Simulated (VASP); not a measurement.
# SnSe (Fm-3m) in VASP: further runs

The runs below take SnSe through single point, with LDA, PBEsol, PBE, revPBE.

All numbers are computed with VASP 6.6.1; they aren't measurements. Logs are shortened: lines on timing, memory, paths and dates and some standing lists are left out, and cuts for length are marked.

### Step 1. The cell of the first run

It takes space group Fm-3m (No. 225, cubic). Conventional cell: a = 6.020 Å, b = 6.020 Å, c = 6.020 Å, α = 90.00°, β = 90.00°, γ = 90.00°. Sn (site symmetry m-3m) has 6 Se at 3.01 Å within 4.0 Å. Se (site symmetry m-3m) has 6 Sn at 3.01 Å within 4.0 Å.

### Step 2. Single point, LDA, non-collinear spin, zero start, spin-orbit coupling

Contents of INCAR:

```
SYSTEM = SnSe
PREC = Accurate
ENCUT = 520
EDIFF = 1E-6
ISMEAR = -1
SIGMA = 0.05
LREAL = .FALSE.
LASPH = .TRUE.
NELM = 150
ALGO = Normal
ISIF = 2
LWAVE = .FALSE.
LCHARG = .TRUE.
MAGMOM = 0 0 0 0 0 0
LORBIT = 11
LSORBIT = .TRUE.
GGA_COMPAT = .FALSE.
LORBMOM = .TRUE.
GGA = CA
LVHAR = .TRUE.
NBANDS = 32
```

Contents of KPOINTS:

```
Automatic mesh
0
G
  6 6 6
  0 0 0
```

Contents of POSCAR:

```
SnSe
1.0
    0.0000000000      3.0100000000      3.0100000000
    3.0100000000      0.0000000000      3.0100000000
    3.0100000000      3.0100000000      0.0000000000
Sn Se
1 1
Direct
    0.0000000000      0.0000000000      0.0000000000
    0.5000000000      0.5000000000      0.5000000000
```

Potentials or basis: VASP PAW LDA potentials, release 64 (Sn_d, Se).

Launch:

```console
cat potpaw_LDA.64/Sn_d/POTCAR potpaw_LDA.64/Se/POTCAR > POTCAR
mpirun -np 1 vasp_ncl > vasp.out
```

OUTCAR:

```text
SYSTEM = SnSe
   PREC = Accurate
   ENCUT = 520
   EDIFF = 1E-6
   ISMEAR = -1
   LREAL = .FALSE.
   LASPH = .TRUE.
   NELM = 150
   ISIF = 2
   LORBIT = 11
   LSORBIT = .TRUE.
   GGA = CA

 ion  position               nearest neighbor table
   1  0.000  0.000  0.000-   2 3.01   2 3.01   2 3.01   2 3.01   2 3.01   2 3.01
   2  0.500  0.500  0.500-   1 3.01   1 3.01   1 3.01   1 3.01   1 3.01   1 3.01

  LATTYP: Found a face centered cubic cell.
 ALAT       =     6.0200000000

  Lattice vectors:

 A1 = (   0.0000000000,   3.0100000000,   3.0100000000)
 A2 = (   3.0100000000,   0.0000000000,   3.0100000000)
 A3 = (   3.0100000000,   3.0100000000,   0.0000000000)

Analysis of symmetry for initial positions (statically):
=====================================================================
 Subroutine PRICEL returns:
 Original cell was already a primitive cell.

 Routine SETGRP: Setting up the symmetry group for a
 face centered cubic supercell.

 Subroutine GETGRP returns: Found 48 space group operations
[... 9 lines left out ...]

 Routine SETGRP: Setting up the symmetry group for a
 face centered cubic supercell.

 Subroutine GETGRP returns: Found 48 space group operations
 (whereof 48 operations were pure point group operations)
 out of a pool of 48 trial point group operations.

The dynamic configuration has the point symmetry O_h .

Analysis of structural, dynamic, and magnetic symmetry:
=====================================================================
 Subroutine PRICEL returns:
 Original cell was already a primitive cell.

 Routine SETGRP: Setting up the symmetry group for a
 face centered cubic supercell.

 Subroutine GETGRP returns: Found 48 space group operations
 (whereof 48 operations were pure point group operations)
 out of a pool of 48 trial point group operations.

The overall configuration has the point symmetry O_h .

 Subroutine INISYM returns: Found 48 space group operations
[... 5 lines left out ...]
                                     Primitive cell

  volume of cell :      54.5418

  direct lattice vectors                    reciprocal lattice vectors
     0.000000000  3.010000000  3.010000000    -0.166112957  0.166112957  0.166112957
     3.010000000  0.000000000  3.010000000     0.166112957 -0.166112957  0.166112957
     3.010000000  3.010000000  0.000000000     0.166112957  0.166112957 -0.166112957

  length of vectors
     4.256782823  4.256782823  4.256782823     0.287716081  0.287716081  0.287716081

  position of ions in fractional coordinates (direct lattice)
     0.000000000  0.000000000  0.000000000
     0.500000000  0.500000000  0.500000000

  ion indices of the primitive-cell ions
   primitive index   ion index
                 1           1
                 2           2

----------------------------------------------------------------------------------------

 KPOINTS: Automatic mesh

Automatic generation of k-mesh.
 Grid dimensions read from file:
 generate k-points for:    6    6    6

 Generating k-lattice:

  Cartesian coordinates                     Fractional coordinates (reciprocal lattice)
    -0.027685493  0.027685493  0.027685493     0.166666667  0.000000000  0.000000000
     0.027685493 -0.027685493  0.027685493     0.000000000  0.166666667  0.000000000
     0.027685493  0.027685493 -0.027685493     0.000000000  0.000000000  0.166666667

  Length of vectors
     0.047952680  0.047952680  0.047952680

  Shift w.r.t. Gamma in fractional coordinates (k-lattice)
     0.000000000  0.000000000  0.000000000

 Subroutine IBZKPT returns following result:
 ===========================================

 Found     16 irreducible k-points:

 Following reciprocal coordinates:
            Coordinates               Weight
  0.000000  0.000000  0.000000      1.000000
  0.166667  0.000000  0.000000      8.000000
  0.333333  0.000000  0.000000      8.000000
  0.500000  0.000000  0.000000      4.000000
  0.166667  0.166667  0.000000      6.000000
[... 63 lines left out ...]
   NGX = 15   NGY = 15   NGZ = 15

 number of electron      20.0000006 magnetization       0.0000000      0.0000000      0.0000000

 number of electron      20.0000006 magnetization      -0.0000000     -0.0000000     -0.0000000

 Free energy of the ion-electron system (eV)
  ---------------------------------------------------
  ext. energy  EPLUGINS =         0.00000000
  ---------------------------------------------------
  free energy    TOTEN  =        -9.56176656 eV

  energy without entropy =       -9.56173193  energy(sigma->0) =       -9.56174924

 E-fermi :   5.6147     XC(G=0):  -9.8857

 val. band max:        5.2776897947   @ k =   0.5000   0.0000   0.0000
 cond. band min:       5.9518938335   @ k =   0.5000   0.0000   0.0000
 fundamental gap:      0.6742040387
 Fermi energy:         5.6146641820

 k-point     1 :       0.0000    0.0000    0.0000
  band No.  band energies     occupation
      1     -16.6918      1.00000
      2     -16.6918      1.00000
      3     -16.6918      1.00000
      4     -16.6918      1.00000
      5     -15.6510      1.00000
      6     -15.6510      1.00000
[... 549 lines left out ...]
     31      16.5858      0.00000
     32      16.5858      0.00000

------------------------ aborting loop because EDIFF is reached ----------------------------------------

  FORCE on cell =-STRESS in cart. coord.  units (eV):
  Direction    XX          YY          ZZ          XY          YZ          ZX
  --------------------------------------------------------------------------------------
  -------------------------------------------------------------------------------------
  Total       -1.2281246     -1.2281246     -1.2281246      0.0000000      0.0000000      0.0000000
  in kB      -36.0764294    -36.0764294    -36.0764294      0.0000000      0.0000000      0.0000000
  external PRESSURE =     -36.0764294 kB  Pullay stress =       0.0000000 kB

 VOLUME and BASIS-vectors are now :
 -----------------------------------------------------------------------------
  energy-cutoff  :      520.00
  volume of cell :       54.54
      direct lattice vectors                 reciprocal lattice vectors
     0.000000000  3.010000000  3.010000000    -0.166112957  0.166112957  0.166112957
     3.010000000  0.000000000  3.010000000     0.166112957 -0.166112957  0.166112957
     3.010000000  3.010000000  0.000000000     0.166112957  0.166112957 -0.166112957

 POSITION                                       TOTAL-FORCE (eV/Angst)
 -----------------------------------------------------------------------------------
      0.00000      0.00000      0.00000         0.000000     -0.000000     -0.000000
      3.01000      3.01000      3.01000        -0.000000      0.000000      0.000000
 -----------------------------------------------------------------------------------
    total drift:                                0.000000     -0.000000     -0.000000

  FREE ENERGIE OF THE ION-ELECTRON SYSTEM (eV)
  ---------------------------------------------------
  free  energy   TOTEN  =        -9.5617665570 eV

  energy  without entropy=       -9.5617319277  energy(sigma->0) =       -9.56174924

 orbital moment (x)

 # of ion     p       d       tot
 ----------------------------------------
  1         0.000  -0.000  -0.000
  2         0.000  -0.000  -0.000
 ----------------------------------------
            0.000  -0.000  -0.000

 orbital moment (y)

 # of ion     p       d       tot
 ----------------------------------------
  1         0.000   0.000   0.000
  2         0.000  -0.000  -0.000
 ----------------------------------------
            0.000   0.000   0.000

 orbital moment (z)

 # of ion     p       d       tot
 ----------------------------------------
  1         0.000  -0.000  -0.000
  2         0.000   0.000   0.000
 ----------------------------------------
            0.000  -0.000  -0.000

 Spin-Orbit-Coupling matrix elements

 Ion:    1  E_soc:     -0.0939111
 l=   1
     0.0000000    -0.0093126    -0.0093126
    -0.0093126     0.0000000    -0.0093126
    -0.0093126    -0.0093126     0.0000000
 l=   2
     0.0000000    -0.0012650     0.0000000    -0.0012650    -0.0050742
    -0.0012650     0.0000000    -0.0038056    -0.0012650    -0.0012685
     0.0000000    -0.0038056     0.0000000    -0.0038056     0.0000000
    -0.0012650    -0.0012650    -0.0038056     0.0000000    -0.0012685
    -0.0050742    -0.0012685     0.0000000    -0.0012685     0.0000000
 l=   3
     0.0000000     0.0000000     0.0000000     0.0000000     0.0000000     0.0000000     0.0000000
     0.0000000     0.0000000     0.0000000     0.0000000     0.0000000     0.0000000     0.0000000
     0.0000000     0.0000000     0.0000000     0.0000000     0.0000000     0.0000000     0.0000000
     0.0000000     0.0000000     0.0000000     0.0000000     0.0000000     0.0000000     0.0000000
     0.0000000     0.0000000     0.0000000     0.0000000     0.0000000     0.0000000     0.0000000
     0.0000000     0.0000000     0.0000000     0.0000000     0.0000000     0.0000000     0.0000000
     0.0000000     0.0000000     0.0000000     0.0000000     0.0000000     0.0000000     0.0000000

 Ion:    2  E_soc:     -0.0450304
 l=   1
     0.0000000    -0.0075145    -0.0075145
    -0.0075145     0.0000000    -0.0075145
    -0.0075145    -0.0075145     0.0000000
 l=   2
     0.0000000    -0.0000018     0.0000000    -0.0000018     0.0000112
    -0.0000018     0.0000000     0.0000084    -0.0000018     0.0000028
     0.0000000     0.0000084     0.0000000     0.0000084     0.0000000
    -0.0000018    -0.0000018     0.0000084     0.0000000     0.0000028
     0.0000112     0.0000028     0.0000000     0.0000028     0.0000000
 l=   3
     0.0000000     0.0000000     0.0000000     0.0000000     0.0000000     0.0000000     0.0000000
     0.0000000     0.0000000     0.0000000     0.0000000     0.0000000     0.0000000     0.0000000
     0.0000000     0.0000000     0.0000000     0.0000000     0.0000000     0.0000000     0.0000000
     0.0000000     0.0000000     0.0000000     0.0000000     0.0000000     0.0000000     0.0000000
     0.0000000     0.0000000     0.0000000     0.0000000     0.0000000     0.0000000     0.0000000
     0.0000000     0.0000000     0.0000000     0.0000000     0.0000000     0.0000000     0.0000000
     0.0000000     0.0000000     0.0000000     0.0000000     0.0000000     0.0000000     0.0000000

 total charge

# of ion       s       p       d       tot
------------------------------------------
    1        1.385   0.694   9.986  12.064
    2        1.487   2.273   0.025   3.786
--------------------------------------------------
tot          2.872   2.967  10.011  15.850

 magnetization (x)

# of ion       s       p       d       tot
------------------------------------------
    1        0.000   0.000  -0.000   0.000
    2        0.000  -0.000   0.000  -0.000
--------------------------------------------------
tot          0.000  -0.000  -0.000   0.000

 magnetization (y)

# of ion       s       p       d       tot
------------------------------------------
    1        0.000   0.000   0.000   0.000
    2        0.000   0.000   0.000   0.000
--------------------------------------------------
tot          0.000   0.000   0.000   0.000

 magnetization (z)

# of ion       s       p       d       tot
------------------------------------------
    1        0.000   0.000  -0.000  -0.000
    2        0.000   0.000   0.000   0.000
--------------------------------------------------
tot          0.000   0.000  -0.000  -0.000
```

It took 24 s on 1 thread of Intel Xeon 6975P-C (Granite Rapids), shared host; peak memory 0.25 GiB.

What came out:

```yaml
Free_energy: -9.5618 eV
Pressure: -3.6 GPa
Net_moment: 0.00 μB per cell
Valence_electrons_inside_the_program's_atomic_spheres: Sn 12.06; Se 3.79
```

Moments on the atoms (μB; x, y, z):
```
Sn  0.00 0.00 0.00
Se  0.00 0.00 0.00
```

### Step 3. Single point, PBEsol, non-collinear spin, zero start, spin-orbit coupling

INCAR: that of step 2 with these lines changed.

```diff
@@ -3,3 +3,3 @@
 ENCUT = 520
-EDIFF = 1E-6
+EDIFF = 1E-7
 ISMEAR = -1
@@ -18,3 +18,3 @@
 LORBMOM = .TRUE.
-GGA = CA
+GGA = PS
 LVHAR = .TRUE.
```

KPOINTS is that of step 2.

POSCAR is that of step 2.

Potentials or basis: VASP PAW PBE potentials, release 64 (Sn_d, Se).

Launch:

```console
cat potpaw_PBE.64/Sn_d/POTCAR potpaw_PBE.64/Se/POTCAR > POTCAR
mpirun -np 1 vasp_ncl > vasp.out
```

Wall time 30 s (1 thread of Intel Xeon 6975P-C (Granite Rapids), shared host); peak memory 0.31 GiB.

It converged, with:

```yaml
Free_energy: -9.0578 eV
Pressure: -2.3 GPa
Net_moment: 0.00 μB per cell
Valence_electrons_inside_the_program's_atomic_spheres: Sn 12.04; Se 3.78
```

Moments on the atoms (μB; x, y, z):
```
Sn  0.00 0.00 0.00
Se  0.00 0.00 0.00
```

Caveat: the PAW data sets were made with another functional, which shifts forces and pressure a little.

### Step 4. Single point, LDA

This run uses another cell than the first one, of 25.59 Å³/atom, 0.938 times its volume.

Contents of INCAR:

```
SYSTEM = SnSe
PREC = Accurate
ENCUT = 520
EDIFF = 1E-6
ISMEAR = -1
SIGMA = 0.05
LREAL = .False.
LASPH = .True.
NELM = 80
ALGO = Normal
ISIF = 2
LWAVE = .False.
LCHARG = .True.
LELF = .True.
LVHAR = .True.
NBANDS = 17
```

Contents of KPOINTS:

```
regular mesh
0
Gamma
  8 8 8
  0 0 0
```

Contents of POSCAR:

```
SnSe
1.0
    0.0000000000      2.9467752130      2.9467752130
    2.9467752130      0.0000000000      2.9467752130
    2.9467752130      2.9467752130      0.0000000000
Sn Se
1 1
Direct
    0.0000000000      0.0000000000      0.0000000000
    0.5000000000      0.5000000000      0.5000000000
```

Potentials or basis: VASP PAW LDA potentials, release 64 (Sn_d, Se).

Launch:

```console
cat potpaw_LDA.64/Sn_d/POTCAR potpaw_LDA.64/Se/POTCAR > POTCAR
mpirun -np 1 vasp_std > vasp.out
```

It took 38 s on 1 thread of AMD EPYC 7R13, shared host; peak memory 0.13 GiB.

The run converged. Its results:

* Free energy: -9.5097 eV
* Pressure: 0.1 GPa
* Band gap on the k mesh: 0.77 eV, indirect (least direct gap 0.91 eV)

Levels at points of the mesh, in eV from the valence-band top:
```csv
k point,band 7,band 8,band 9,band 10,band 11,band 12,band 13,band 14
"(0.00, 0.00, 0.00)",-4.84,-2.22,-2.22,-2.22,4.59,4.59,4.59,5.92
"(0.50, 0.00, 0.00)",-8.32,-1.95,-1.95,-0.01,0.90,1.27,1.27,8.46
"(0.50, 0.50, 0.00)",-6.00,-5.80,-3.81,-3.81,2.90,5.74,5.74,6.42
```

Caveat: spin-orbit coupling is left out, which moves the levels of the heavy elements. A k mesh can miss the band edges.

### Step 5. Single point, PBE

Contents of INCAR:

```
SYSTEM = SnSe
PREC     = Accurate       ! precision mode
ENCUT    = 520            ! plane-wave cutoff, eV
EDIFF    = 1E-7           ! SCF threshold, eV
ISMEAR   = 0              ! smearing method
SIGMA    = 0.026000000000000002 ! smearing width, eV
LREAL    = .False.        ! projectors in reciprocal space
LASPH    = .True.         ! aspherical terms in the spheres
NELM     = 100            ! most SCF steps
ALGO     = Normal         ! electronic algorithm
ISIF     = 2              ! what is computed and relaxed
LWAVE    = .False.        ! write WAVECAR
LCHARG   = .False.        ! write CHGCAR
GGA      = PE             ! functional
NBANDS   = 17             ! bands
```

KPOINTS is that of step 4.

Contents of POSCAR:

```
SnSe
1.0
    0.0000000000      3.0100000000      3.0100000000
    3.0100000000      0.0000000000      3.0100000000
    3.0100000000      3.0100000000      0.0000000000
Sn Se
1 1
Direct
    0.0000000000      0.0000000000      0.0000000000
    0.5000000000      0.5000000000      0.5000000000
```

Potentials or basis: VASP PAW PBE potentials, release 64 (Sn_d, Se).

Launch:

```console
cat potpaw_PBE.64/Sn_d/POTCAR potpaw_PBE.64/Se/POTCAR > POTCAR
mpirun -np 1 vasp_std > vasp.out
```

Run time: 54 s. Hardware: 1 thread of AMD EPYC 7R13, shared host; peak memory 0.16 GiB.

The run converged. Its results:

- Free energy: -8.2189 eV
- Pressure: 0.9 GPa
- Band gap on the k mesh: 0.58 eV, direct

Levels at points of the mesh, in eV from the valence-band top:
```
           k point  band 7  band 8  band 9  band 10  band 11  band 12  band 13  band 14
(0.00, 0.00, 0.00)   -5.06   -2.19   -2.19    -2.19     4.32     4.32     4.32     5.87
(0.50, 0.00, 0.00)   -8.04   -1.94   -1.94     0.00     0.58     1.25     1.25     8.25
(0.50, 0.50, 0.00)   -6.00   -5.46   -3.63    -3.63     3.03     5.35     5.35     5.97
```

Caveat: spin-orbit coupling is left out, which moves the levels of the heavy elements. A k mesh can miss the band edges.

### Step 6. Single point, revPBE

Contents of INCAR:

```
SYSTEM = SnSe
PREC = Accurate
ENCUT = 520
EDIFF = 1E-6
ISMEAR = -1
SIGMA = 0.05
LREAL = .FALSE.
LASPH = .TRUE.
NELM = 60
ALGO = Normal
ISIF = 2
LWAVE = .FALSE.
LCHARG = .FALSE.
GGA = RE
NBANDS = 17
```

Contents of KPOINTS:

```
regular mesh
0
G
  8 8 8
  0 0 0
```

POSCAR is that of step 5.

Potentials or basis: VASP PAW PBE potentials, release 64 (Sn_d, Se).

Launch:

```console
cat potpaw_PBE.64/Sn_d/POTCAR potpaw_PBE.64/Se/POTCAR > POTCAR
mpirun -np 1 vasp_std > vasp.out
```

It took 52 s on 1 thread of AMD EPYC 7R13, shared host; peak memory 0.16 GiB.

Results (log left out):

| Item | Value |
| --- | --- |
| Free energy | -7.6044 eV |
| Pressure | 2.1 GPa |
| Band gap on the k mesh | 0.55 eV, direct |

Levels at points of the mesh, in eV from the valence-band top:
| k point | band 6 | band 7 | band 8 | band 9 | band 10 | band 11 | band 12 | band 13 | band 14 | band 15 |
| --- | --- | --- | --- | --- | --- | --- | --- | --- | --- | --- |
| (0.00, 0.00, 0.00) | -13.90 | -5.06 | -2.24 | -2.24 | -2.24 | 4.30 | 4.30 | 4.30 | 5.83 | 5.83 |
| (0.50, 0.00, 0.00) | -12.97 | -8.07 | -2.00 | -2.00 | 0.00 | 0.55 | 1.23 | 1.23 | 8.27 | 10.11 |
| (0.50, 0.50, 0.00) | -12.69 | -6.01 | -5.50 | -3.68 | -3.68 | 3.02 | 5.33 | 5.33 | 5.96 | 10.37 |

Caveat: the PAW data sets were made with another functional, which shifts forces and pressure a little; spin-orbit coupling is left out, which moves the levels of the heavy elements. A k mesh can miss the band edges.

### Step 7. The runs side by side

| level | potentials or basis | spin | cell | k mesh | smearing | gap on the mesh (eV) | pressure (GPa) | moment (μB) |
| --- | --- | --- | --- | --- | --- | --- | --- | --- |
| LDA | VASP PAW LDA potentials, release 64 (Sn_d, Se) | non-collinear, zero start, SOC | a = 4.257 Å, angles 60.0°, 2 atoms | 6 × 6 × 6 | fermi-dirac 0.05 eV | - | -3.6 | 0.00 |
| PBEsol | VASP PAW PBE potentials, release 64 (Sn_d, Se) | non-collinear, zero start, SOC | a = 4.257 Å, angles 60.0°, 2 atoms | 6 × 6 × 6 | fermi-dirac 0.05 eV | - | -2.3 | 0.00 |
| LDA | VASP PAW LDA potentials, release 64 (Sn_d, Se) | off | a = 4.167 Å, angles 60.0°, 2 atoms | 8 × 8 × 8 | fermi-dirac 0.05 eV | 0.77 | 0.1 | - |
| PBE | VASP PAW PBE potentials, release 64 (Sn_d, Se) | off | a = 4.257 Å, angles 60.0°, 2 atoms | 8 × 8 × 8 | gaussian 0.026 eV | 0.58 | 0.9 | - |
| revPBE | VASP PAW PBE potentials, release 64 (Sn_d, Se) | off | a = 4.257 Å, angles 60.0°, 2 atoms | 8 × 8 × 8 | fermi-dirac 0.05 eV | 0.55 | 2.1 | - |

Alike in all rows: task single point; cutoff (eV) 520.

Caveats: spin-orbit coupling is left out, which moves the levels of the heavy elements (some runs); the PAW data sets were made with another functional, which shifts forces and pressure a little (some runs).

Absolute energies hang on the potentials; compare differences alone.
